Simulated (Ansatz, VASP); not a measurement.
# Li4Ge2B: VASP beside Ansatz

Contents of INCAR:

```
PREC = Accurate
ENCUT = 520
EDIFF = 1E-8
ISMEAR = 1
SIGMA = 0.001
LREAL = F
LASPH = T
NELM = 100
ALGO = Normal
ISIF = 2
LWAVE = F
LCHARG = F
GGA = PE
LEFG = T
NBANDS = 30
```

Contents of KPOINTS:

```
regular mesh
0
Gamma
  9 9 9
```

POSCAR

```
Li4Ge2B
1.0
    2.2301514921      1.2875785643      6.1065700000
   -2.2301514921      1.2875785643      6.1065700000
    0.0000000000     -2.5751571285      6.1065700000
Li Ge B
4 2 1
Direct
    0.1640000000      0.1640000000      0.1640000000
    0.2994000000      0.2994000000      0.2994000000
    0.0033000000      0.0033000000      0.0033000000
    0.4590000000      0.4590000000      0.4590000000
    0.5930500000      0.5930500000      0.5930500000
    0.7335500000      0.7335500000      0.7335500000
    0.8756000000      0.8756000000      0.8756000000
```

Input for Ansatz:

```yaml
crystal:
  lattice:
    - [2.2301514921, 1.2875785643, 6.10657]
    - [-2.2301514921, 1.2875785643, 6.10657]
    - [0.0, -2.5751571285, 6.10657]
  atoms:
    - { symbol: Li, position: [0.164, 0.164, 0.164] }
    - { symbol: Li, position: [0.2994, 0.2994, 0.2994] }
    - { symbol: Li, position: [0.0033, 0.0033, 0.0033] }
    - { symbol: Li, position: [0.459, 0.459, 0.459] }
    - { symbol: Ge, position: [0.59305, 0.59305, 0.59305] }
    - { symbol: Ge, position: [0.73355, 0.73355, 0.73355] }
    - { symbol: B, position: [0.8756, 0.8756, 0.8756] }
kpoints:
  mp_grid: { grid: [9, 9, 9] }
scf:
  occupations: { method: cold, width: 0.001 }
  initial_density: { chi_scale: 0.0 }
hamiltonian:
  xc: pbe
  pseudopotentials: { kind: paw }
output:
  forces: true
  stress: true
  populations: true
  efg:
    quadrupole_moments_barn: { Li: -0.0401, Ge: -0.196, B: 0.04059 }
    contact_densities: true
```

Alike in both runs: task electric field gradients; functional PBE; k mesh 9 × 9 × 9; no spin polarisation.

|  | VASP | Ansatz |
| --- | --- | --- |
| version | VASP 6.6.1 | Ansatz 0.2.0 |
| potentials or method | VASP PAW PBE potentials, release 64 (Li_sv, Ge_d, B) | plane-wave PAW, scalar-relativistic |
| plane-wave cutoff (eV) | 520 | 420 |
| occupations | methfessel-paxton of order 1, width 0.001 eV | cold, width 0.001 eV |
| valence electrons in the cell | 43 | 43 |

```tsv
	VASP	Ansatz	Ansatz less VASP
rms of the force components (eV/Å)	0.351	0.348	-0.0026
size of Vzz on the site where it differs most (V/Å²)	94.9	99.0	+4.08
```

Atom by atom the forces differ by 0.004 eV/Å (rms over components).

Noted on VASP's run: the cutoff is short for stress, so the pressure is rough.
